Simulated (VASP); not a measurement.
# AlN (F-43m) in VASP: notebook, part 3 of 3

VASP 6.6.1. Earlier steps stand in the parts before.

### Step 4. Single point, r2SCAN

POSCAR reads:

```
AlN
1.0
    0.0000000000      2.1848764218      2.1848764218
    2.1848764218      0.0000000000      2.1848764218
    2.1848764218      2.1848764218      0.0000000000
Al N
1 1
Direct
    0.0000000000      0.0000000000      0.0000000000
    0.2500000000      0.2500000000      0.2500000000
```

INCAR.step1 reads:

```
SYSTEM = AlN
  ALGO = Normal
  EDIFF = 1E-4
  ENCUT = 520
  GGA = PE
  ISMEAR = -1
  LASPH = .True.
  LCHARG = .False.
  LREAL = .False.
  LWAVE = .True.
  NBANDS = 11
  NELM = 80
  PREC = Accurate
  SIGMA = 0.02
```

INCAR.step2 reads:

```
SYSTEM = AlN
  ALGO = Normal
  EDIFF = 1E-7
  ENCUT = 520
  ISIF = 2
  ISMEAR = -1
  ISTART = 1
  LASPH = .True.
  LCHARG = .False.
  LMIXTAU = .True.
  LREAL = .False.
  LWAVE = .False.
  METAGGA = R2SCAN
  NBANDS = 11
  NELM = 80
  PREC = Accurate
  SIGMA = 0.02
```

KPOINTS reads:

```
k-points
0
Gamma
  10 10 10
  0 0 0
```

Potentials or basis: VASP PAW PBE potentials, release 64 (Al, N).

Command:

```sh
$ cat potpaw_PBE.64/Al/POTCAR potpaw_PBE.64/N/POTCAR > POTCAR
$ cp INCAR.step1 INCAR
$ mpirun -np 1 vasp_std > vasp.out
$ cp INCAR.step2 INCAR
$ mpirun -np 1 vasp_std > vasp.out
```

OUTCAR:

```text
SYSTEM = AlN
   EDIFF = 1E-7
   ENCUT = 520
   ISIF = 2
   ISMEAR = -1
   ISTART = 1
   LASPH = .True.
   LREAL = .False.
   METAGGA = R2SCAN
   NELM = 80
   PREC = Accurate

 ion  position               nearest neighbor table
   1  0.000  0.000  0.000-   2 1.89   2 1.89   2 1.89   2 1.89
   2  0.250  0.250  0.250-   1 1.89   1 1.89   1 1.89   1 1.89

  LATTYP: Found a face centered cubic cell.
 ALAT       =     4.3697528436

  Lattice vectors:

 A1 = (   0.0000000000,   2.1848764218,   2.1848764218)
 A2 = (   2.1848764218,   0.0000000000,   2.1848764218)
 A3 = (   2.1848764218,   2.1848764218,   0.0000000000)

Analysis of symmetry for initial positions (statically):
=====================================================================
 Subroutine PRICEL returns:
 Original cell was already a primitive cell.

 Routine SETGRP: Setting up the symmetry group for a
 face centered cubic supercell.

 Subroutine GETGRP returns: Found 24 space group operations
 (whereof 24 operations were pure point group operations)
 out of a pool of 48 trial point group operations.

The static configuration has the point symmetry T_d .

Analysis of symmetry for dynamics (positions and initial velocities):
[... 172 lines left out ...]
      6      19.1906      0.00000
      7      19.1906      0.00000
      8      19.1906      0.00000
      9      24.2060      0.00000
     10      24.2060      0.00000
     11      25.9160      0.00000
[... 309 lines left out ...]
 k-point    24 :       0.4000    0.3000    0.0000
  band No.  band energies     occupation
      1      -8.0682      2.00000
      2       1.4924      2.00000
      3       3.9637      2.00000
      4       4.2558      2.00000
      5      11.2523      0.00000
      6      16.0939      0.00000
      7      18.9673      0.00000
      8      21.3539      0.00000
      9      21.9248      0.00000
     10      28.1160      0.00000
     11      30.5282      0.00000

 [... further k-points ...]

------------------------ aborting loop because EDIFF is reached ----------------------------------------

  FORCE on cell =-STRESS in cart. coord.  units (eV):
  Direction    XX          YY          ZZ          XY          YZ          ZX
  --------------------------------------------------------------------------------------
  -------------------------------------------------------------------------------------
  Total       -0.0503128     -0.0503128     -0.0503128      0.0000000     -0.0000000      0.0000000
  in kB       -3.8643663     -3.8643663     -3.8643663      0.0000000     -0.0000000      0.0000000
  external PRESSURE =      -3.8643663 kB  Pullay stress =       0.0000000 kB

 VOLUME and BASIS-vectors are now :
 -----------------------------------------------------------------------------
  energy-cutoff  :      520.00
  volume of cell :       20.86
      direct lattice vectors                 reciprocal lattice vectors
     0.000000000  2.184876422  2.184876422    -0.228845895  0.228845895  0.228845895
     2.184876422  0.000000000  2.184876422     0.228845895 -0.228845895  0.228845895
     2.184876422  2.184876422  0.000000000     0.228845895  0.228845895 -0.228845895

 POSITION                                       TOTAL-FORCE (eV/Angst)
 -----------------------------------------------------------------------------------
      0.00000      0.00000      0.00000         0.000000      0.000000      0.000000
      1.09244      1.09244      1.09244        -0.000000     -0.000000     -0.000000
 -----------------------------------------------------------------------------------
    total drift:                               -0.000000     -0.000000     -0.000000

  FREE ENERGIE OF THE ION-ELECTRON SYSTEM (eV)
  ---------------------------------------------------
  free  energy   TOTEN  =       -19.1797246937 eV

  energy  without entropy=      -19.1797246937  energy(sigma->0) =      -19.17972469
```

OUTCAR.step1:

```text
SYSTEM = AlN
   EDIFF = 1E-4
   ENCUT = 520
   GGA = PE
   ISMEAR = -1
   LASPH = .True.
   LREAL = .False.
[... 555 lines left out ...]
      0.00000      0.00000      0.00000         0.000000     -0.000000      0.000000
      1.09244      1.09244      1.09244        -0.000000      0.000000     -0.000000
 -----------------------------------------------------------------------------------
    total drift:                                0.000000      0.000000      0.000000

  FREE ENERGIE OF THE ION-ELECTRON SYSTEM (eV)
  ---------------------------------------------------
  free  energy   TOTEN  =       -14.8411628438 eV

  energy  without entropy=      -14.8411628438  energy(sigma->0) =      -14.84116284
```

It took 43 s on 1 thread of Intel Xeon 8259CL, shared host; peak memory 0.14 GiB.

Results:

* Free energy: -19.1797 eV
* Pressure: -0.4 GPa
* Band gap on the k mesh: 3.93 eV (least direct gap 4.88 eV)

Levels at points of the mesh, in eV from the valence-band top:
| k point | band 1 | band 2 | band 3 | band 4 | band 5 | band 6 | band 7 | band 8 | band 9 |
| --- | --- | --- | --- | --- | --- | --- | --- | --- | --- |
| (0.00, 0.00, 0.00) | -15.73 | 0.00 | 0.00 | 0.00 | 4.88 | 13.51 | 13.51 | 13.51 | 18.52 |
| (0.50, 0.00, 0.00) | -13.73 | -5.89 | -0.49 | -0.49 | 8.20 | 10.82 | 11.94 | 11.94 | 19.31 |
| (0.50, 0.50, 0.00) | -13.10 | -4.95 | -1.81 | -1.81 | 3.93 | 9.47 | 15.18 | 16.94 | 16.94 |

Caveat: the structure was generated, so it needn't be the stable form of AlN; the PAW data sets were made with another functional, which shifts forces and pressure a little. A k mesh can miss the band edges.

### Step 5. Single point, r2SCAN

POSCAR is that of step 4.

INCAR.step1 reads:

```
SYSTEM = AlN
PREC     = Accurate       ! precision mode
ENCUT    = 520            ! plane-wave cutoff, eV
ISMEAR   = 0              ! smearing method
SIGMA    = 0.01           ! smearing width, eV
LREAL    = .False.        ! projectors in reciprocal space
LASPH    = .True.         ! aspherical terms in the spheres
NELM     = 80             ! most SCF steps
NBANDS   = 11             ! bands
GGA      = PE             ! functional
ALGO     = Normal         ! electronic algorithm
EDIFF    = 1E-4           ! SCF threshold, eV
LWAVE    = .True.         ! write WAVECAR
LCHARG   = .False.        ! write CHGCAR
```

INCAR.step2 reads:

```
SYSTEM = AlN
PREC     = Accurate       ! precision mode
ENCUT    = 520            ! plane-wave cutoff, eV
EDIFF    = 1E-7           ! SCF threshold, eV
ISMEAR   = 0              ! smearing method
SIGMA    = 0.01           ! smearing width, eV
LREAL    = .False.        ! projectors in reciprocal space
LASPH    = .True.         ! aspherical terms in the spheres
NELM     = 80             ! most SCF steps
ALGO     = Normal         ! electronic algorithm
ISIF     = 2              ! what is computed and relaxed
LWAVE    = .False.        ! write WAVECAR
LCHARG   = .False.        ! write CHGCAR
METAGGA  = R2SCAN         ! meta-GGA
LMIXTAU  = .True.       
NBANDS   = 11             ! bands
ISTART   = 1
```

KPOINTS reads:

```
regular mesh
0
Gamma
  10 10 10
  0 0 0
```

Command:

```sh
$ cat potpaw_PBE.64/Al/POTCAR potpaw_PBE.64/N/POTCAR > POTCAR
$ cp INCAR.step1 INCAR
$ mpirun -np 1 vasp_std > vasp.out
$ cp INCAR.step2 INCAR
$ mpirun -np 1 vasp_std > vasp.out
```

Wall time 43 s (1 thread of Intel Xeon 8259CL, shared host); peak memory 0.14 GiB.

The run converged. Its results:

```
Free energy            : -19.1797 eV
Pressure               : -0.4 GPa
Band gap on the k mesh : 3.93 eV (least direct gap 4.88 eV)
```

Levels at points of the mesh, in eV from the valence-band top:
```csv
k point,band 1,band 2,band 3,band 4,band 5,band 6,band 7,band 8
"(0.00, 0.00, 0.00)",-15.73,0.00,0.00,0.00,4.88,13.51,13.51,13.51
"(0.50, 0.00, 0.00)",-13.73,-5.89,-0.49,-0.49,8.20,10.82,11.94,11.94
"(0.50, 0.50, 0.00)",-13.10,-4.95,-1.81,-1.81,3.93,9.47,15.18,16.94
```

Caveat: the structure was generated, so it needn't be the stable form of AlN; the PAW data sets were made with another functional, which shifts forces and pressure a little. A k mesh can miss the band edges.

### Step 6. Relaxation of cell and atoms, r2SCAN

This run uses another cell than the first one, of 10.67 Å³/atom.

POSCAR reads:

```
AlN
1.0
    0.0000000000      2.2015394246      2.2015394246
    2.2015394246      0.0000000000      2.2015394246
    2.2015394246      2.2015394246      0.0000000000
Al N
1 1
Direct
    0.0000000000      0.0000000000      0.0000000000
    0.2500000000      0.2500000000      0.2500000000
```

INCAR.step1 reads:

```
SYSTEM = AlN
ALGO     = Normal         ! electronic algorithm
EDIFF    = 1E-4           ! SCF threshold, eV
ENCUT    = 600            ! plane-wave cutoff, eV
GGA      = PE             ! functional
ISMEAR   = -1             ! smearing method
LASPH    = .TRUE.         ! aspherical terms in the spheres
LCHARG   = .FALSE.        ! write CHGCAR
LREAL    = .FALSE.        ! projectors in reciprocal space
LWAVE    = .TRUE.         ! write WAVECAR
NELM     = 80             ! most SCF steps
PREC     = Accurate       ! precision mode
SIGMA    = 0.02           ! smearing width, eV
```

INCAR.step2 reads:

```
SYSTEM = AlN
ALGO     = Normal         ! electronic algorithm
EDIFF    = 1E-6           ! SCF threshold, eV
EDIFFG   = -0.005         ! ionic threshold
ENCUT    = 600            ! plane-wave cutoff, eV
IBRION   = 2              ! ionic algorithm
ISIF     = 3              ! what is computed and relaxed
ISMEAR   = -1             ! smearing method
ISTART   = 1            
LASPH    = .TRUE.         ! aspherical terms in the spheres
LCHARG   = .FALSE.        ! write CHGCAR
LMIXTAU  = .TRUE.       
LREAL    = .FALSE.        ! projectors in reciprocal space
LWAVE    = .FALSE.        ! write WAVECAR
METAGGA  = R2SCAN         ! meta-GGA
NELM     = 80             ! most SCF steps
NSW      = 80             ! ionic steps
PREC     = Accurate       ! precision mode
SIGMA    = 0.02           ! smearing width, eV
```

KPOINTS reads:

```
k-points
0
G
  10 10 10
  0 0 0
```

Potentials or basis: VASP PAW PBE potentials, release 64 (Al, N).

Command:

```sh
$ cat potpaw_PBE.64/Al/POTCAR potpaw_PBE.64/N/POTCAR > POTCAR
$ cp INCAR.step1 INCAR
$ mpirun -np 1 vasp_std > vasp.out
$ cp INCAR.step2 INCAR
$ mpirun -np 1 vasp_std > vasp.out
```

Wall time 5 min (1 thread of Intel Xeon 8259CL, shared host); peak memory 0.17 GiB.

The run converged. Its results:

```yaml
Free_energy: -19.1799 eV
Relaxed_volume: 10.41 Å³/atom
Relaxed_cell: a = 3.088 Å, b = 3.088 Å, c = 3.088 Å, α = 60.00°, β = 60.00°, γ = 60.00°
Space_group_after_relaxing_to_0.1_Å: F-43m (No. 216)
Energy_gained_by_relaxing: 4.0 meV/atom
Ionic_steps: 4
Pressure_after_relaxing: 0.0 GPa
Band_gap_on_the_k_mesh: 3.94 eV (least direct gap 4.90 eV)
```

The path:
| step | energy change (eV) | largest force (eV/Å) | pressure (GPa) | volume (Å³) |
| --- | --- | --- | --- | --- |
| 1 | 0.0000 | 0.0000 | -4.93 | 21.34 |
| 2 | -0.0001 | 0.0000 | 5.23 | 20.34 |
| 3 | -0.0080 | 0.0000 | -0.08 | 20.83 |
| 4 | -0.0080 | 0.0000 | 0.02 | 20.82 |

Final structure:
```cif
data_structure
_symmetry_space_group_name_H-M 'P 1'
_symmetry_Int_Tables_number 1
_cell_length_a 3.0881
_cell_length_b 3.0881
_cell_length_c 3.0881
_cell_angle_alpha 60.000
_cell_angle_beta 60.000
_cell_angle_gamma 60.000
_cell_volume 20.82
loop_
_atom_site_label
_atom_site_type_symbol
_atom_site_fract_x
_atom_site_fract_y
_atom_site_fract_z
_atom_site_occupancy
Al1 Al 0.00000 0.00000 0.00000 1
N1 N 0.25000 0.25000 0.25000 1
```

Levels at points of the mesh, in eV from the valence-band top:
```tsv
k point	band 1	band 2	band 3	band 4	band 5	band 6	band 7	band 8
(0.00, 0.00, 0.00)	-15.74	0.00	0.00	0.00	4.90	13.53	13.53	13.53
(0.50, 0.00, 0.00)	-13.73	-5.90	-0.49	-0.49	8.22	10.83	11.95	11.95
(0.50, 0.50, 0.00)	-13.10	-4.95	-1.81	-1.81	3.94	9.48	15.21	16.96
```

Caveat: the structure was generated, so it needn't be the stable form of AlN; the PAW data sets were made with another functional, which shifts forces and pressure a little. A k mesh can miss the band edges.

### Step 7. Summary

```csv
task,level,cell,k mesh,cutoff (eV),smearing,gap on the mesh (eV),pressure (GPa)
single point,PBE,"a = 3.090 Å, angles 60.0°, 2 atoms",6 × 6 × 6,520,gaussian 0.01 eV,3.32,4.3
single point,PBE,"a = 3.090 Å, angles 60.0°, 2 atoms",10 × 10 × 10,520,fermi-dirac 0.02 eV,3.32,4.3
single point,r2SCAN,"a = 3.090 Å, angles 60.0°, 2 atoms",10 × 10 × 10,520,fermi-dirac 0.02 eV,3.93,-0.4
single point,r2SCAN,"a = 3.090 Å, angles 60.0°, 2 atoms",10 × 10 × 10,520,gaussian 0.01 eV,3.93,-0.4
relaxation of cell and atoms,r2SCAN,"relaxed from a = 3.113 Å, angles 60.0°, 2 atoms",10 × 10 × 10,600,fermi-dirac 0.02 eV,3.94,0.0
```

Alike in all rows: potentials or basis VASP PAW PBE potentials, release 64 (Al, N); no spin polarisation.

On the cell as given the gap runs from 3.32 eV (PBE) to 3.93 eV (r2SCAN); the meshes differ, which moves gaps too. The pressure there spans -0.4 GPa (r2SCAN) to 4.3 GPa (PBE); a positive pressure means that this level wants a larger cell, a negative one a smaller.

Caveats: the structure was generated, so it needn't be the stable form of AlN; the PAW data sets were made with another functional, which shifts forces and pressure a little (at least some runs); the cell stands under pressure (at least some runs).

Absolute energies hang on the potentials; compare differences alone.
